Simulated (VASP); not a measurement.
# Ti3Al (Fm-3m) in VASP: a series of runs

The runs below take Ti3Al through single point, with PBEsol.

Program: VASP 6.6.1. These are calculated values, not measurements. Logs are shortened: lines on timing, memory, paths and dates and some standing lists are left out, and cuts for length are marked.

## (1) The cell of the first run

The structure is cubic, space group Fm-3m (No. 225). Conventional cell: a = 6.758 Å, b = 6.758 Å, c = 6.758 Å, α = 90.00°, β = 90.00°, γ = 90.00°. Ti (site symmetry -43m) has 10 Ti at 2.93 to 3.38 Å and 4 Al at 2.93 Å within 3.9 Å. Ti (site symmetry m-3m) has 8 Ti at 2.93 Å and 6 Al at 3.38 Å within 3.9 Å. Within 3.9 Å of Al (site symmetry m-3m) lie 14 Ti at 2.93 to 3.38 Å.

## (2) Single point, PBEsol, collinear spin, ferromagnetic start

File INCAR:

```
SYSTEM = Ti3Al
ALGO = Normal
EDIFF = 1E-7
ENCUT = 520
GGA = PS
ISIF = 2
ISMEAR = 0
ISPIN = 2
LASPH = .TRUE.
LCHARG = .TRUE.
LELF = .TRUE.
LMAXMIX = 4
LORBIT = 11
LREAL = .FALSE.
LVHAR = .TRUE.
LWAVE = .FALSE.
MAGMOM = 0.5 0.5 0.5 0
NBANDS = 32
NELM = 150
NUPDOWN = 1.5
PREC = Accurate
SIGMA = 0.15
```

File KPOINTS:

```
k-points
0
G
  12 12 12
  0 0 0
```

File POSCAR:

```
Ti3Al
1.0
    0.0000000000      3.3792274415      3.3792274415
    3.3792274415      0.0000000000      3.3792274415
    3.3792274415      3.3792274415      0.0000000000
Ti Al
3 1
Direct
    0.7500000000      0.7500000000      0.7500000000
    0.2500000000      0.2500000000      0.2500000000
    0.0000000000      0.0000000000      0.0000000000
    0.5000000000      0.5000000000      0.5000000000
```

Potentials or basis: VASP PAW PBE potentials, release 64 (Ti_sv, Al).

Run with:

```console
$ cat potpaw_PBE.64/Ti_sv/POTCAR potpaw_PBE.64/Al/POTCAR > POTCAR
$ mpirun -np 1 vasp_std > vasp.out
```

OUTCAR:

```text
SYSTEM = Ti3Al
   EDIFF = 1E-7
   ENCUT = 520
   GGA = PS
   ISIF = 2
   ISMEAR = 0
   ISPIN = 2
   LASPH = .TRUE.
   LORBIT = 11
   LREAL = .FALSE.
   NELM = 150
   NUPDOWN = 1.5
   PREC = Accurate

 ion  position               nearest neighbor table
   1  0.750  0.750  0.750-   4 2.93   4 2.93   4 2.93   4 2.93
   2  0.250  0.250  0.250-   4 2.93   4 2.93   4 2.93   4 2.93
   3  0.000  0.000  0.000-
   4  0.500  0.500  0.500-   2 2.93   2 2.93   2 2.93   1 2.93   2 2.93   1 2.93   1 2.93   1 2.93

  LATTYP: Found a face centered cubic cell.
 ALAT       =     6.7584548830

  Lattice vectors:

 A1 = (   0.0000000000,   3.3792274415,   3.3792274415)
 A2 = (   3.3792274415,   0.0000000000,   3.3792274415)
 A3 = (   3.3792274415,   3.3792274415,   0.0000000000)

Analysis of symmetry for initial positions (statically):
=====================================================================
 Subroutine PRICEL returns:
 Original cell was already a primitive cell.

 Routine SETGRP: Setting up the symmetry group for a
 face centered cubic supercell.

 Subroutine GETGRP returns: Found 48 space group operations
 (whereof 48 operations were pure point group operations)
 out of a pool of 48 trial point group operations.

The static configuration has the point symmetry O_h .

Analysis of symmetry for dynamics (positions and initial velocities):
=====================================================================
 Subroutine PRICEL returns:
 Original cell was already a primitive cell.

 Routine SETGRP: Setting up the symmetry group for a
 face centered cubic supercell.

 Subroutine GETGRP returns: Found 48 space group operations
 (whereof 48 operations were pure point group operations)
 out of a pool of 48 trial point group operations.

The dynamic configuration has the point symmetry O_h .

Analysis of structural, dynamic, and magnetic symmetry:
=====================================================================
 Subroutine PRICEL returns:
 Original cell was already a primitive cell.

 Routine SETGRP: Setting up the symmetry group for a
 face centered cubic supercell.

 Subroutine GETGRP returns: Found 48 space group operations
 (whereof 48 operations were pure point group operations)
 out of a pool of 48 trial point group operations.

The overall configuration has the point symmetry O_h .

 Subroutine INISYM returns: Found 48 space group operations
 (whereof 48 operations are pure point group operations),
 and found     1 'primitive' translations

----------------------------------------------------------------------------------------

                                     Primitive cell

  volume of cell :      77.1760

  direct lattice vectors                    reciprocal lattice vectors
     0.000000000  3.379227441  3.379227441    -0.147962814  0.147962814  0.147962814
     3.379227441  0.000000000  3.379227441     0.147962814 -0.147962814  0.147962814
     3.379227441  3.379227441  0.000000000     0.147962814  0.147962814 -0.147962814

  length of vectors
     4.778949278  4.778949278  4.778949278     0.256279111  0.256279111  0.256279111

  position of ions in fractional coordinates (direct lattice)
     0.750000000  0.750000000  0.750000000
     0.250000000  0.250000000  0.250000000
     0.000000000  0.000000000  0.000000000
     0.500000000  0.500000000  0.500000000

  ion indices of the primitive-cell ions
   primitive index   ion index
                 1           1
                 2           2
                 3           3
                 4           4

----------------------------------------------------------------------------------------

 KPOINTS: k-points

Automatic generation of k-mesh.
 Grid dimensions read from file:
 generate k-points for:   12   12   12

 Generating k-lattice:

  Cartesian coordinates                     Fractional coordinates (reciprocal lattice)
    -0.012330234  0.012330234  0.012330234     0.083333333  0.000000000  0.000000000
     0.012330234 -0.012330234  0.012330234     0.000000000  0.083333333  0.000000000
     0.012330234  0.012330234 -0.012330234     0.000000000  0.000000000  0.083333333

  Length of vectors
     0.021356593  0.021356593  0.021356593

  Shift w.r.t. Gamma in fractional coordinates (k-lattice)
     0.000000000  0.000000000  0.000000000

 Subroutine IBZKPT returns following result:
 ===========================================

 Found     72 irreducible k-points:

 Following reciprocal coordinates:
            Coordinates               Weight
  0.000000  0.000000  0.000000      1.000000
  0.083333  0.000000  0.000000      8.000000
  0.166667  0.000000  0.000000      8.000000
  0.250000  0.000000  0.000000      8.000000
  0.333333  0.000000  0.000000      8.000000
  0.416667  0.000000  0.000000      8.000000
[... 16 lines left out ...]
  0.500000  0.166667  0.000000     24.000000
 -0.416667  0.166667  0.000000     24.000000
 [... further k-points ...]
   k-points           NKPTS =     72   k-points in BZ     NKDIM =     72   number of bands    NBANDS=     32
   number of dos      NEDOS =    301   number of ions     NIONS =      4
   total plane-waves  NPLWV =  46656
   dimension x,y,z NGX =    36 NGY =   36 NGZ =   36
   dimension x,y,z NGXF=    72 NGYF=   72 NGZF=   72
   ions per type =               3   1
   NGX,Y,Z   is equivalent  to a cutoff of  12.52, 12.52, 12.52 a.u.
   NGXF,Y,Z  is equivalent  to a cutoff of  25.05, 25.05, 25.05 a.u.
 SYSTEM =  Ti3Al
   PREC   = accura    normal or accurate (medium, high low for compatibility)
   ISTART =      0    job   : 0-new  1-cont  2-samecut
   ICHARG =      2    charge: 1-file 2-atom 10-const
   ISPIN  =      2    spin polarized calculation?
   LNONCOLLINEAR =      F non collinear calculations
   LSORBIT =      F    spin-orbit coupling
   LASPH  =      T    aspherical Exc in radial PAW
   ENCUT  =  520.0 eV  38.22 Ry    6.18 a.u.   8.89  8.89  8.89*2*pi/ulx,y,z
   NELM   =    150;   NELMIN=  2; NELMDL= -5     # of ELM steps
   EDIFF  = 0.1E-06   stopping-criterion for ELM
   LREAL  =      F    real-space projection
   EDIFFG = 0.1E-05   stopping-criterion for IOM
   NSW    =      0    number of steps for IOM
   IBRION =     -1    ionic relax: 0-MD 1-quasi-New 2-CG
   NFREE  =      0    steps in history (QN), initial steepest desc. (CG)
   ISIF   =      2    stress and relaxation
   ISYM   =      2    0-nonsym 1-usesym 2-fastsym
   POTIM  = 0.5000    time-step for ionic-motion
   TEBEG  =    0.0;   TEEND  =   0.0 temperature during run
   PSTRESS=    0.0 pullay stress
   NELECT =      39.0000    total number of electrons
   NUPDOWN=       1.5000    fix difference up-down
   EMIN   =  10.00;   EMAX   =-10.00  energy-range for DOS
   EFERMI =   0.00;   METHOD = LEGACY
   ISMEAR =     0;   SIGMA  =   0.15  broadening in eV -4-tet -1-fermi 0-gaus
   EFERMI_NEDOS =   21; number of points for ismear=-14 and -15
   IALGO  =     38    algorithm
   IMIX   =      4    mixing-type and parameters
     AMIX     =   0.40;   BMIX     =  1.00
     AMIX_MAG =   1.60;   BMIX_MAG =  1.00
  volume/ion in A,a.u.               =      19.29       130.20
  Fermi-wavevector in a.u.,A,eV,Ry     =   1.303974  2.464154 23.134643  1.700348
  Thomas-Fermi vector in A             =   2.434941
   LORBIT       =     11    0 simple, 1 ext, 2 COOP (PROOUT), +10 PAW based schemes
   GGA     = PS    functional components
   LHFCALC =     F    Hartree Fock is set to
   AEXX    =    0.0000 exact exchange contribution
   IVDW    =     0    specifies the selected vdW correction
   LEPSILON=     F    determine dielectric tensor
   LRPA    =     F    only Hartree local field effects (RPA)
 spin polarized calculation
 Gauss-broadening in eV      SIGMA  =   0.15
  energy-cutoff  :      520.00
  volume of cell :       77.18
 maximum number of plane-waves:      2120
   NGX = 17   NGY = 17   NGZ = 17

 number of electron      39.0000018 magnetization       1.5000001

 Free energy of the ion-electron system (eV)
  ---------------------------------------------------
  ext. energy  EPLUGINS =         0.00000000
  ---------------------------------------------------
  free energy    TOTEN  =       -29.11873525 eV

  energy without entropy =      -29.04788549  energy(sigma->0) =      -29.08331037

 E-fermi :   6.7421     XC(G=0): -10.7687

 val. band max:        6.7408329640   @ k =  -0.4167   0.0833   0.0000
 cond. band min:       6.6390497772   @ k =  -0.3333   0.3333   0.1667
 fundamental gap:     -0.1017831868
 Fermi energy:         6.6369870724

 spin component 1

 k-point     1 :       0.0000    0.0000    0.0000
  band No.  band energies     occupation
      1     -50.0715      1.00000
      2     -50.0085      1.00000
      3     -49.9632      1.00000
      4     -26.4698      1.00000
      5     -26.4698      1.00000
      6     -26.4698      1.00000
[... 23 lines left out ...]
     30      11.5991      0.00000
     31      11.5991      0.00000

 k-point     2 :       0.0833    0.0000    0.0000
  band No.  band energies     occupation
      1     -50.0700      1.00000
      2     -50.0088      1.00000
      3     -49.9644      1.00000
      4     -26.4755      1.00000
      5     -26.4737      1.00000
      6     -26.4737      1.00000
[... 23 lines left out ...]
     30      11.6291      0.00000
     31      11.6291      0.00000

 k-point     3 :       0.1667    0.0000    0.0000
  band No.  band energies     occupation
      1     -50.0656      1.00000
      2     -50.0098      1.00000
      3     -49.9678      1.00000
      4     -26.4847      1.00000
      5     -26.4827      1.00000
      6     -26.4827      1.00000
[... 703 lines left out ...]
     30      10.2562      0.00000
     31      10.5105      0.00000

 k-point    24 :      -0.4167    0.1667    0.0000
  band No.  band energies     occupation
      1     -50.0358      1.00000
      2     -50.0176      1.00000
      3     -49.9900      1.00000
      4     -26.5195      1.00000
      5     -26.5121      1.00000
      6     -26.4839      1.00000
[... 23 lines left out ...]
     30      10.2982      0.00000
     31      10.5483      0.00000

 [... further k-points ...]

 spin component 2

 k-point     1 :       0.0000    0.0000    0.0000
  band No.  band energies     occupation
      1     -49.9319      1.00000
      2     -49.9097      1.00000
      3     -49.1894      1.00000
      4     -26.2913      1.00000
      5     -26.2913      1.00000
      6     -26.2913      1.00000
[... 23 lines left out ...]
     30      11.7426      0.00000
     31      11.7426      0.00000

 k-point     2 :       0.0833    0.0000    0.0000
  band No.  band energies     occupation
      1     -49.9314      1.00000
      2     -49.9100      1.00000
      3     -49.1895      1.00000
      4     -26.2933      1.00000
      5     -26.2910      1.00000
      6     -26.2910      1.00000
[... 23 lines left out ...]
     30      11.7801      0.00000
     31      11.7801      0.00000

 k-point     3 :       0.1667    0.0000    0.0000
  band No.  band energies     occupation
      1     -49.9300      1.00000
      2     -49.9109      1.00000
      3     -49.1901      1.00000
      4     -26.2966      1.00000
      5     -26.2903      1.00000
      6     -26.2903      1.00000
[... 703 lines left out ...]
     30      10.5115      0.00000
     31      10.7736      0.00000

 k-point    24 :      -0.4167    0.1667    0.0000
  band No.  band energies     occupation
      1     -49.9200      1.00000
      2     -49.9185      1.00000
      3     -49.1925      1.00000
      4     -26.3086      1.00000
      5     -26.2976      1.00000
      6     -26.2804      1.00000
[... 23 lines left out ...]
     30      10.5756      0.00000
     31      10.7633      0.00000

 [... further k-points ...]

 [bands above 31 left out]

------------------------ aborting loop because EDIFF is reached ----------------------------------------

  FORCE on cell =-STRESS in cart. coord.  units (eV):
  Direction    XX          YY          ZZ          XY          YZ          ZX
  --------------------------------------------------------------------------------------
  -------------------------------------------------------------------------------------
  Total       -7.0714568     -7.0714568     -7.0714568      0.0000000     -0.0000000     -0.0000000
  in kB     -146.8037711   -146.8037711   -146.8037711      0.0000000     -0.0000000     -0.0000000
  external PRESSURE =    -146.8037711 kB  Pullay stress =       0.0000000 kB

 VOLUME and BASIS-vectors are now :
 -----------------------------------------------------------------------------
  energy-cutoff  :      520.00
  volume of cell :       77.18
      direct lattice vectors                 reciprocal lattice vectors
     0.000000000  3.379227441  3.379227441    -0.147962814  0.147962814  0.147962814
     3.379227441  0.000000000  3.379227441     0.147962814 -0.147962814  0.147962814
     3.379227441  3.379227441  0.000000000     0.147962814  0.147962814 -0.147962814

 POSITION                                       TOTAL-FORCE (eV/Angst)
 -----------------------------------------------------------------------------------
      5.06884      5.06884      5.06884         0.000000      0.000000      0.000000
      1.68961      1.68961      1.68961         0.000000     -0.000000     -0.000000
      0.00000      0.00000      0.00000        -0.000000     -0.000000     -0.000000
      3.37923      3.37923      3.37923        -0.000000     -0.000000     -0.000000
 -----------------------------------------------------------------------------------
    total drift:                                0.000000      0.000000      0.000000

  FREE ENERGIE OF THE ION-ELECTRON SYSTEM (eV)
  ---------------------------------------------------
  free  energy   TOTEN  =       -29.1187352499 eV

  energy  without entropy=      -29.0478854906  energy(sigma->0) =      -29.08331037

 total charge

# of ion       s       p       d       tot
------------------------------------------
    1        2.192   6.094   1.830  10.117
    2        2.192   6.094   1.830  10.117
    3        2.226   6.070   1.890  10.187
    4        0.395   0.365   0.000   0.760
--------------------------------------------------
tot          7.006  18.624   5.551  31.180

 magnetization (x)

# of ion       s       p       d       tot
------------------------------------------
    1        0.001   0.019   0.098   0.118
    2        0.001   0.019   0.098   0.118
    3        0.012   0.018   0.871   0.901
    4       -0.005  -0.012   0.000  -0.018
--------------------------------------------------
tot          0.009   0.044   1.067   1.120
```

It took 5.5 min on 1 thread of Intel Xeon Platinum 8259CL at 2.50GHz (Skylake/Cascade Lake), shared host; peak memory 0.4 GiB.

Results:

```
Free energy                                           : -29.1187 eV
Pressure                                              : -14.7 GPa
Net moment                                            : 1.50 μB per cell
Site moments                                          : Ti +0.12, +0.90; Al -0.02 μB
Valence electrons inside the program's atomic spheres : Ti 10.12, 10.19; Al 0.76
```

Caveat: the PAW data sets were made with another functional, which shifts forces and pressure a little; the total moment is fixed, so each spin has its own Fermi level.

## (3) Single point, PBEsol, collinear spin, ferromagnetic start

File INCAR:

```
PREC     = Accurate       # precision mode
ENCUT    = 520            # plane-wave cutoff, eV
EDIFF    = 1E-7           # SCF threshold, eV
ISMEAR   = 0              # smearing method
SIGMA    = 0.15           # smearing width, eV
LREAL    = F              # projectors in reciprocal space
LASPH    = T              # aspherical terms in the spheres
NELM     = 150            # most SCF steps
ALGO     = Normal         # electronic algorithm
ISIF     = 2              # what is computed and relaxed
LWAVE    = F              # write WAVECAR
LCHARG   = F              # write CHGCAR
ISPIN    = 2              # spin polarisation
MAGMOM   = 0.6 0.6 0.6 0  # initial moments
LORBIT   = 11             # projections on sites
NUPDOWN  = 1.8            # fixed moment
LMAXMIX  = 4              # l up to which the mixer works
GGA      = PS             # functional
NBANDS   = 32             # bands
```

File KPOINTS:

```
Automatic mesh
0
Gamma
  12 12 12
```

POSCAR is that of step 2.

Potentials or basis: VASP PAW PBE potentials, release 64 (Ti_sv, Al).

Run with:

```console
$ cat potpaw_PBE.64/Ti_sv/POTCAR potpaw_PBE.64/Al/POTCAR > POTCAR
$ mpirun -np 1 vasp_std > vasp.out
```

It took 8.6 min on 1 thread of Intel Xeon 8259CL, shared host; peak memory 0.41 GiB.

The run converged. Its results:

```yaml
Free_energy: -29.1325 eV
Pressure: -14.6 GPa
Net_moment: 1.80 μB per cell
Site_moments: Ti +0.19, +0.97; Al -0.02 μB
Valence_electrons_inside_the_program's_atomic_spheres: Ti 10.12, 10.19; Al 0.76
```

Caveat: the PAW data sets were made with another functional, which shifts forces and pressure a little; the total moment is fixed, so each spin has its own Fermi level.

(Continued in part 2 of 2.)
